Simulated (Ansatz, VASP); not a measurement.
## One calculation of Al3S4I, two programs

Contents of INCAR:

```
SYSTEM = Al3S4I
ALGO = Normal
EDIFF = 1E-6
EDIFFG = -0.025
ENCUT = 600
GGA = PE
IBRION = 2
ISIF = 3
ISMEAR = 0
LASPH = .True.
LCHARG = .False.
LREAL = .False.
LWAVE = .False.
NELM = 80
NSW = 80
PREC = Accurate
SIGMA = 0.1
```

File KPOINTS:

```
k-points
0
Gamma
  4 2 2
  0 0 0
```

POSCAR

```
Al3S4I
1.0
   -3.7189427873      0.0790142547     -0.0060011767
   -0.0122883323      0.1284136170     -7.4021057714
    0.2057064240     -9.4078863112      0.1632664521
Al S I
3 4 1
Direct
   -0.0545609631      0.5682533268      0.1628865261
    0.5543373285      0.3833141612      0.4939634114
    0.0267899283      0.5581108742      0.8353763806
    0.0133067952      0.7777054139      0.9840546892
    0.5174675196      0.5935593177      0.3018836063
   -0.0560840312      0.2048945608      0.5200331750
    0.5417736293      0.6054156360      0.6926829009
    0.4569697933      0.3087456795      1.0091193105
```

Input for Ansatz:

```yaml
crystal:
  lattice:
    - [-3.7189427873, 0.0790142547, -0.0060011767]
    - [-0.0122883323, 0.128413617, -7.4021057714]
    - [0.205706424, -9.4078863112, 0.1632664521]
  atoms:
    - { symbol: Al, position: [-0.0545609631, 0.5682533268, 0.1628865261] }
    - { symbol: Al, position: [0.5543373285, 0.3833141612, 0.4939634114] }
    - { symbol: Al, position: [0.0267899283, 0.5581108742, 0.8353763806] }
    - { symbol: S, position: [0.0133067952, 0.7777054139, 0.9840546892] }
    - { symbol: S, position: [0.5174675196, 0.5935593177, 0.3018836063] }
    - { symbol: S, position: [-0.0560840312, 0.2048945608, 0.520033175] }
    - { symbol: S, position: [0.5417736293, 0.605415636, 0.6926829009] }
    - { symbol: I, position: [0.4569697933, 0.3087456795, 1.0091193105] }
basis:
  ecutwfc: 420
kpoints:
  mp_grid: { grid: [4, 2, 2] }
hamiltonian:
  xc: pbe
scf:
  occupations: { method: gaussian, width: 0.1 }
  lower_state_search: "off"
output:
  forces: true
  stress: true
  eigenvalues: true
relax:
  adjacent_minimum: "off"
  f_tol: 0.025
  max_steps: 60
  cell: { stress_tol: 0.25 }
```

Change from the starting cell: cell x1, atoms moved at random (sigma 0.15 Å) and cell strained at random (1.5 %), then relaxed without symmetry.

Alike in both runs: task relaxation of cell and atoms; functional PBE; k mesh 4 × 2 × 2; occupations gaussian, width 0.1 eV; no spin polarisation.

|  | VASP | Ansatz |
| --- | --- | --- |
| version | VASP 6.6.1 | Ansatz 0.2.0 |
| potentials or method | VASP PAW PBE potentials, release 64 (Al, S, I), cutoff 600 eV | scalar-relativistic, plane waves, PAW |
| valence electrons in the cell | 40 | 50 |

```csv
,VASP,Ansatz,Ansatz less VASP
"gap on the k mesh at the Fermi level, each at its own relaxed structure (eV)",2.39,2.35,-0.040
relaxed volume (Å³/atom),32.90,32.26,-0.640
relaxed length of the cell vector where the two differ most in proportion (Å),7.759,7.694,-0.0650
```

VASP's potentials hold 40 valence electrons a cell and Ansatz's 50, so a difference there can come from the potentials and not from the codes.

The k mesh is coarse, so the values compare programs but aren't converged. Spin-orbit coupling is off throughout.
